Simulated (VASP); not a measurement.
# MgCd3S4 (I4/mmm) in VASP: notebook

The runs below take MgCd3S4 through single point, relaxation of cell and atoms, with PBE.

Everything below comes from runs of VASP 6.6.1. Logs are shortened: lines on timing, memory, paths and dates and some standing lists are left out, and cuts for length are marked.

### Step 1. The cell of the first run

Symmetry: I4/mmm, No. 139, tetragonal system. Conventional cell: a = 5.438 Å, b = 5.438 Å, c = 10.888 Å, α = 90.00°, β = 90.00°, γ = 90.00°. Mg (site symmetry 4/mmm) has 6 S at 2.63 to 2.72 Å within 3.5 Å. Cd (site symmetry 4/mmm) has 6 S at 2.72 to 2.81 Å within 3.6 Å. Cd (site symmetry -4m2) has 6 S at 2.72 Å within 3.6 Å. Within 3.5 Å of S (site symmetry 4mm) lie 1 Mg at 2.63 Å and 5 Cd at 2.72 to 2.81 Å. S (site symmetry mmm) has 2 Mg at 2.72 Å and 4 Cd at 2.72 Å within 3.6 Å.

### Step 2. Single point, PBE

Input file INCAR:

```
  ALGO = Normal
  EDIFF = 1E-6
  ENCUT = 520
  GGA = PE
  ISIF = 2
  ISMEAR = 0
  LASPH = True
  LCHARG = True
  LELF = True
  LREAL = False
  LVHAR = True
  LWAVE = False
  NBANDS = 41
  NELM = 60
  PREC = Accurate
  SIGMA = 0.1
```

Input file KPOINTS:

```
k-points
0
Gamma
  4 4 4
```

Input file POSCAR:

```
MgCd3S4
1.0
   -2.7191535329      2.7191535329      5.4441692531
    2.7191535329     -2.7191535329      5.4441692531
    2.7191535329      2.7191535329     -5.4441692531
Mg Cd S
1 3 4
Direct
    0.5000000000      0.5000000000      0.0000000000
    0.0000000000      0.0000000000      0.0000000000
    0.7500000000      0.2500000000      0.5000000000
    0.2500000000      0.7500000000      0.5000000000
    0.7418323830      0.7418323830      0.0000000000
    0.5000000000      0.0000000000      0.5000000000
    0.2581676170      0.2581676170      0.0000000000
    0.0000000000      0.5000000000      0.5000000000
```

Potentials or basis: VASP PAW PBE potentials, release 64 (Mg, Cd, S).

Started as:

```
cat potpaw_PBE.64/Mg/POTCAR potpaw_PBE.64/Cd/POTCAR potpaw_PBE.64/S/POTCAR > POTCAR
mpirun -np 1 vasp_std > vasp.out
```

OUTCAR:

```text
EDIFF = 1E-6
   ENCUT = 520
   GGA = PE
   ISIF = 2
   ISMEAR = 0
   LASPH = True
   LREAL = False
   NELM = 60
   PREC = Accurate

 ion  position               nearest neighbor table
   1  0.500  0.500  0.000-   5 2.63   7 2.63   6 2.72   8 2.72   6 2.72   8 2.72
   2  0.000  0.000  0.000-   6 2.72   8 2.72   8 2.72   6 2.72   7 2.81   5 2.81
   3  0.750  0.250  0.500-   7 2.72   5 2.72   7 2.72   5 2.72   6 2.72   8 2.72
   4  0.250  0.750  0.500-   7 2.72   5 2.72   7 2.72   5 2.72   6 2.72   8 2.72
   5  0.742  0.742  0.000-   1 2.63   3 2.72   4 2.72   3 2.72   4 2.72   2 2.81
   6  0.500  0.000  0.500-   1 2.72   2 2.72   1 2.72   2 2.72   3 2.72   4 2.72
   7  0.258  0.258  0.000-   1 2.63   3 2.72   4 2.72   4 2.72   3 2.72   2 2.81
   8  0.000  0.500  0.500-   1 2.72   2 2.72   2 2.72   1 2.72   3 2.72   4 2.72

  LATTYP: Found a body centered tetragonal cell.
 ALAT       =     5.4383070658
 C/A-ratio  =     2.0021558868

  Lattice vectors:

 A1 = (  -2.7191535329,   2.7191535329,   5.4441692531)
 A2 = (   2.7191535329,  -2.7191535329,   5.4441692531)
 A3 = (   2.7191535329,   2.7191535329,  -5.4441692531)

Analysis of symmetry for initial positions (statically):
=====================================================================
 Subroutine PRICEL returns:
 Original cell was already a primitive cell.

 Routine SETGRP: Setting up the symmetry group for a
 body centered tetragonal supercell.

 Subroutine GETGRP returns: Found 16 space group operations
 (whereof 16 operations were pure point group operations)
 out of a pool of 16 trial point group operations.

The static configuration has the point symmetry D_4h.

Analysis of symmetry for dynamics (positions and initial velocities):
=====================================================================
 Subroutine PRICEL returns:
 Original cell was already a primitive cell.

 Routine SETGRP: Setting up the symmetry group for a
 body centered tetragonal supercell.

 Subroutine GETGRP returns: Found 16 space group operations
 (whereof 16 operations were pure point group operations)
 out of a pool of 16 trial point group operations.

The dynamic configuration has the point symmetry D_4h.

 Subroutine INISYM returns: Found 16 space group operations
 (whereof 16 operations are pure point group operations),
 and found     1 'primitive' translations

----------------------------------------------------------------------------------------

                                     Primitive cell

  volume of cell :     161.0123

  direct lattice vectors                    reciprocal lattice vectors
    -2.719153533  2.719153533  5.444169253     0.000000000  0.183880753  0.091841377
     2.719153533 -2.719153533  5.444169253     0.183880753  0.000000000  0.091841377
     2.719153533  2.719153533 -5.444169253     0.183880753  0.183880753  0.000000000

  length of vectors
     6.665326003  6.665326003  6.665326003     0.205540677  0.205540677  0.260046655

  position of ions in fractional coordinates (direct lattice)
     0.500000000  0.500000000  0.000000000
     0.000000000  0.000000000  0.000000000
     0.750000000  0.250000000  0.500000000
     0.250000000  0.750000000  0.500000000
     0.741832383  0.741832383  0.000000000
     0.500000000  0.000000000  0.500000000
     0.258167617  0.258167617  0.000000000
     0.000000000  0.500000000  0.500000000

  ion indices of the primitive-cell ions
   primitive index   ion index
                 1           1
                 2           2
                 3           3
                 4           4
                 5           5
                 6           6
                 7           7
                 8           8

----------------------------------------------------------------------------------------

 KPOINTS: k-points

Automatic generation of k-mesh.
 Grid dimensions read from file:
 generate k-points for:    4    4    4

 Generating k-lattice:

  Cartesian coordinates                     Fractional coordinates (reciprocal lattice)
     0.000000000  0.045970188  0.022960344     0.250000000  0.000000000  0.000000000
     0.045970188  0.000000000  0.022960344     0.000000000  0.250000000  0.000000000
     0.045970188  0.045970188  0.000000000     0.000000000  0.000000000  0.250000000

  Length of vectors
     0.051385169  0.051385169  0.065011664

  Shift w.r.t. Gamma in fractional coordinates (k-lattice)
     0.000000000  0.000000000  0.000000000

 Subroutine IBZKPT returns following result:
 ===========================================

 Found     13 irreducible k-points:

 Following reciprocal coordinates:
            Coordinates               Weight
  0.000000  0.000000  0.000000      1.000000
  0.250000  0.000000  0.000000      8.000000
  0.500000  0.000000  0.000000      4.000000
  0.250000  0.250000  0.000000      8.000000
  0.500000  0.250000  0.000000     16.000000
 -0.250000  0.250000  0.000000      4.000000
  0.500000  0.500000  0.000000      2.000000
  0.250000  0.250000  0.250000      2.000000
 -0.250000  0.250000  0.250000      4.000000
  0.500000  0.500000  0.250000      4.000000
 -0.250000  0.500000  0.250000      8.000000
 -0.250000 -0.250000  0.250000      2.000000
  0.500000  0.500000  0.500000      1.000000
   k-points           NKPTS =     13   k-points in BZ     NKDIM =     13   number of bands    NBANDS=     41
   number of dos      NEDOS =    301   number of ions     NIONS =      8
   total plane-waves  NPLWV = 125000
   dimension x,y,z NGX =    50 NGY =   50 NGZ =   50
   dimension x,y,z NGXF=   100 NGYF=  100 NGZF=  100
   ions per type =               1   3   4
   NGX,Y,Z   is equivalent  to a cutoff of  12.47, 12.47, 12.47 a.u.
   NGXF,Y,Z  is equivalent  to a cutoff of  24.94, 24.94, 24.94 a.u.
 SYSTEM =  unknown system
   PREC   = accura    normal or accurate (medium, high low for compatibility)
   ISTART =      0    job   : 0-new  1-cont  2-samecut
   ICHARG =      2    charge: 1-file 2-atom 10-const
   ISPIN  =      1    spin polarized calculation?
   LNONCOLLINEAR =      F non collinear calculations
   LSORBIT =      F    spin-orbit coupling
   LASPH  =      T    aspherical Exc in radial PAW
   ENCUT  =  520.0 eV  38.22 Ry    6.18 a.u.  12.39 12.39 12.39*2*pi/ulx,y,z
   NELM   =     60;   NELMIN=  2; NELMDL= -5     # of ELM steps
   EDIFF  = 0.1E-05   stopping-criterion for ELM
   LREAL  =      F    real-space projection
   EDIFFG = 0.1E-04   stopping-criterion for IOM
   NSW    =      0    number of steps for IOM
   IBRION =     -1    ionic relax: 0-MD 1-quasi-New 2-CG
   NFREE  =      0    steps in history (QN), initial steepest desc. (CG)
   ISIF   =      2    stress and relaxation
   ISYM   =      2    0-nonsym 1-usesym 2-fastsym
   POTIM  = 0.5000    time-step for ionic-motion
   TEBEG  =    0.0;   TEEND  =   0.0 temperature during run
   PSTRESS=    0.0 pullay stress
   NELECT =      62.0000    total number of electrons
   NUPDOWN=      -1.0000    fix difference up-down
   EMIN   =  10.00;   EMAX   =-10.00  energy-range for DOS
   EFERMI =   0.00;   METHOD = LEGACY
   ISMEAR =     0;   SIGMA  =   0.10  broadening in eV -4-tet -1-fermi 0-gaus
   EFERMI_NEDOS =   21; number of points for ismear=-14 and -15
   IALGO  =     38    algorithm
   IMIX   =      4    mixing-type and parameters
     AMIX     =   0.40;   BMIX     =  1.00
     AMIX_MAG =   1.60;   BMIX_MAG =  1.00
  volume/ion in A,a.u.               =      20.13       135.82
  Fermi-wavevector in a.u.,A,eV,Ry     =   1.191020  2.250701 19.300252  1.418529
  Thomas-Fermi vector in A             =   2.327091
   LORBIT       =      0    0 simple, 1 ext, 2 COOP (PROOUT), +10 PAW based schemes
   GGA     = PE    functional components
   LHFCALC =     F    Hartree Fock is set to
   AEXX    =    0.0000 exact exchange contribution
   IVDW    =     0    specifies the selected vdW correction
   LEPSILON=     F    determine dielectric tensor
   LRPA    =     F    only Hartree local field effects (RPA)
 non-spin polarized calculation
 Gauss-broadening in eV      SIGMA  =   0.10
  energy-cutoff  :      520.00
  volume of cell :      161.01
 maximum number of plane-waves:      4400
 NGX is ok and might be reduce to    50
   NGX = 25   NGY = 25   NGZ = 25

 number of electron      61.9999997 magnetization

 Free energy of the ion-electron system (eV)
  ---------------------------------------------------
  ext. energy  EPLUGINS =         0.00000000
  ---------------------------------------------------
  free energy    TOTEN  =       -25.99509306 eV

  energy without entropy =      -25.99440682  energy(sigma->0) =      -25.99474994

 E-fermi :   3.2459     XC(G=0): -10.1507

 val. band max:        3.1064381177   @ k =   0.5000   0.5000   0.0000
 cond. band min:       3.3505497270   @ k =   0.5000   0.5000   0.5000
 fundamental gap:      0.2441116093
 Fermi energy:         3.2458813345

 k-point     1 :       0.0000    0.0000    0.0000
  band No.  band energies     occupation
      1      -9.7233      2.00000
      2      -8.7163      2.00000
      3      -8.6855      2.00000
      4      -8.5089      2.00000
      5      -4.7028      2.00000
      6      -4.6702      2.00000
[... 33 lines left out ...]
     40      10.4407      0.00000
     41      10.8678      0.00000

 k-point     2 :       0.2500    0.0000    0.0000
  band No.  band energies     occupation
      1      -9.5070      2.00000
      2      -8.7124      2.00000
      3      -8.6691      2.00000
      4      -8.5454      2.00000
      5      -4.7165      2.00000
      6      -4.6791      2.00000
[... 33 lines left out ...]
     40      10.6543      0.00000
     41      10.8288      0.00000

 k-point     3 :       0.5000    0.0000    0.0000
  band No.  band energies     occupation
      1      -9.0300      2.00000
      2      -9.0053      2.00000
      3      -8.6850      2.00000
      4      -8.5096      2.00000
      5      -4.8377      2.00000
      6      -4.7580      2.00000
[... 33 lines left out ...]
     40       9.6581      0.00000
     41       9.9384      0.00000

 k-point     4 :       0.2500    0.2500    0.0000
  band No.  band energies     occupation
      1      -9.2312      2.00000
      2      -8.7222      2.00000
      3      -8.6460      2.00000
      4      -8.6217      2.00000
      5      -4.7334      2.00000
      6      -4.7191      2.00000
[... 341 lines left out ...]
     40       9.6917      0.00000
     41      10.1968      0.00000

 k-point    12 :      -0.2500   -0.2500    0.2500
  band No.  band energies     occupation
      1      -9.5537      2.00000
      2      -8.8482      2.00000
      3      -8.6917      2.00000
      4      -8.6007      2.00000
      5      -4.6659      2.00000
      6      -4.6659      2.00000
[... 33 lines left out ...]
     40      10.9457      0.00000
     41      11.5258      0.00000

 k-point    13 :       0.5000    0.5000    0.5000
  band No.  band energies     occupation
      1      -9.2007      2.00000
      2      -9.1247      2.00000
      3      -8.7396      2.00000
      4      -8.6853      2.00000
      5      -4.7071      2.00000
      6      -4.6860      2.00000
[... 33 lines left out ...]
     40       9.7763      0.00000
     41      10.0893      0.00000

------------------------ aborting loop because EDIFF is reached ----------------------------------------

  FORCE on cell =-STRESS in cart. coord.  units (eV):
  Direction    XX          YY          ZZ          XY          YZ          ZX
  --------------------------------------------------------------------------------------
  -------------------------------------------------------------------------------------
  Total        0.1985881      0.1985881      0.3220651      0.0000000     -0.0000000      0.0000000
  in kB        1.9760807      1.9760807      3.2047575      0.0000000     -0.0000000      0.0000000
  external PRESSURE =       2.3856396 kB  Pullay stress =       0.0000000 kB

 VOLUME and BASIS-vectors are now :
 -----------------------------------------------------------------------------
  energy-cutoff  :      520.00
  volume of cell :      161.01
      direct lattice vectors                 reciprocal lattice vectors
    -2.719153533  2.719153533  5.444169253     0.000000000  0.183880753  0.091841377
     2.719153533 -2.719153533  5.444169253     0.183880753  0.000000000  0.091841377
     2.719153533  2.719153533 -5.444169253     0.183880753  0.183880753  0.000000000

 POSITION                                       TOTAL-FORCE (eV/Angst)
 -----------------------------------------------------------------------------------
      0.00000      0.00000      5.44417        -0.000000     -0.000000      0.000000
      0.00000      0.00000      0.00000        -0.000000     -0.000000      0.000000
      0.00000      2.71915      2.72208        -0.000000     -0.000000      0.000000
      2.71915      0.00000      2.72208        -0.000000     -0.000000     -0.000000
      0.00000      0.00000      8.07732        -0.000000     -0.000000     -0.029469
      0.00000      2.71915      0.00000        -0.000000     -0.000000      0.000000
      0.00000      0.00000      2.81102         0.000000      0.000000      0.029469
      2.71915      0.00000      0.00000        -0.000000     -0.000000      0.000000
 -----------------------------------------------------------------------------------
    total drift:                               -0.000000     -0.000000      0.000000

  FREE ENERGIE OF THE ION-ELECTRON SYSTEM (eV)
  ---------------------------------------------------
  free  energy   TOTEN  =       -25.9950930552 eV

  energy  without entropy=      -25.9944068191  energy(sigma->0) =      -25.99474994
```

It took 60 s on 1 thread of AMD EPYC 9R45 (Zen 5), shared host; peak memory 0.35 GiB.

Results:

```yaml
Free_energy: -25.9951 eV
Pressure: 0.2 GPa
Largest_force: 0.029 eV/Å
Band_gap_on_the_k_mesh: 0.24 eV (least direct gap 1.16 eV)
```

Forces in eV/Å, atoms in the order of the input:
```
Mg   0.000  0.000  0.000
Cd   0.000  0.000  0.000
Cd   0.000  0.000  0.000
Cd   0.000  0.000  0.000
S    0.000  0.000 -0.029
S    0.000  0.000  0.000
S    0.000  0.000  0.029
S    0.000  0.000  0.000
```

Stress tensor (GPa, compression positive):
```
0.20 0.00 0.00
0.00 0.20 0.00
0.00 0.00 0.32
```

Levels at points of the mesh, in eV from the valence-band top:
```tsv
k point	band 28	band 29	band 30	band 31	band 32	band 33	band 34	band 35
(0.00, 0.00, 0.00)	-2.15	-0.72	-0.72	-0.72	0.44	1.23	3.47	4.00
(0.50, 0.00, 0.00)	-1.57	-1.49	-0.75	-0.59	3.52	3.66	3.85	4.53
(0.50, 0.50, 0.00)	-0.14	-0.08	-0.04	0.00	3.53	3.60	4.52	4.54
(0.50, 0.50, 0.50)	-1.51	-1.51	-1.36	-1.36	0.24	0.81	3.14	3.68
```

Caveat: semilocal functionals underestimate gaps, and a narrow one can read as zero.

[end of part 1 of 2]
